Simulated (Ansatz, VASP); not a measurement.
# SrCaI2 in VASP and in Ansatz

INCAR

```
PREC = Accurate
ENCUT = 600
EDIFF = 1E-6
ISMEAR = 0
SIGMA = 0.1
LREAL = F
LASPH = T
NELM = 100
ALGO = Normal
ISIF = 3
LWAVE = F
LCHARG = F
GGA = PE
IBRION = 2
NSW = 90
EDIFFG = -0.04
```

Contents of KPOINTS:

```
Automatic mesh
0
Gamma
  6 6 4
```

Contents of POSCAR:

```
SrCaI2
1.0
    3.5990417600      0.0000000000      0.0000000000
    0.0000000000      3.5990417600      0.0000000000
    0.0000000000      0.0000000000      6.8610403700
Sr Ca I
1 1 2
Direct
    0.0000000000      0.0000000000      0.5000000000
    0.0000000000      0.0000000000      0.0000000000
    0.5000000000      0.5000000000      0.2549852700
    0.5000000000      0.5000000000      0.7450147300
```

Input for Ansatz:

```yaml
crystal:
  lattice:
    - [3.59904176, 0.0, 0.0]
    - [0.0, 3.59904176, 0.0]
    - [0.0, 0.0, 6.86104037]
  atoms:
    - { symbol: Sr, position: [0.0, 0.0, 0.5] }
    - { symbol: Ca, position: [0.0, 0.0, 0.0] }
    - { symbol: I, position: [0.5, 0.5, 0.25498527] }
    - { symbol: I, position: [0.5, 0.5, 0.74501473] }
basis:
  ecutwfc: 420
kpoints:
  mp_grid: { grid: [6, 6, 4] }
hamiltonian:
  xc: pbe
scf:
  occupations: { method: gaussian, width: 0.1 }
  lower_state_search: "off"
output:
  forces: true
  stress: true
  eigenvalues: true
relax:
  adjacent_minimum: "off"
  f_tol: 0.04
  max_steps: 70
  cell: { stress_tol: 0.4 }
```

Alike in both runs: task relaxation of cell and atoms; functional PBE; k mesh 6 × 6 × 4; occupations gaussian, width 0.1 eV; no spin polarisation.

```csv
,VASP,Ansatz
version,VASP 6.6.1,Ansatz 0.2.0
potentials or method,"VASP PAW PBE potentials, release 64 (Sr_sv, Ca_sv, I), cutoff 600 eV","scalar-relativistic, plane waves, PAW"
valence electrons in the cell,34,54
```

Ansatz gave:

| Quantity | Value |
| --- | --- |
| gap on the k mesh at the Fermi level, each at its own relaxed structure (eV) | none |
| relaxed volume (Å³/atom) | 33.47 |
| relaxed cell length with the largest relative difference (Å) | 8.092 |

Task: Which values does VASP return?

Result: gap on the k mesh at the Fermi level, each at its own relaxed structure (eV): none; relaxed volume (Å³/atom): 34.07; relaxed cell length with the largest relative difference (Å): 8.220.

A gap of «none» marks a metal or a gap that the smearing closes. VASP's potentials hold 34 valence electrons a cell and Ansatz's 54, so a difference there can come from the potentials and not from the codes.

Spin-orbit coupling is off throughout. Noted on VASP's run: the volume moved by over 15 % at a fixed basis, so the end points are rough.
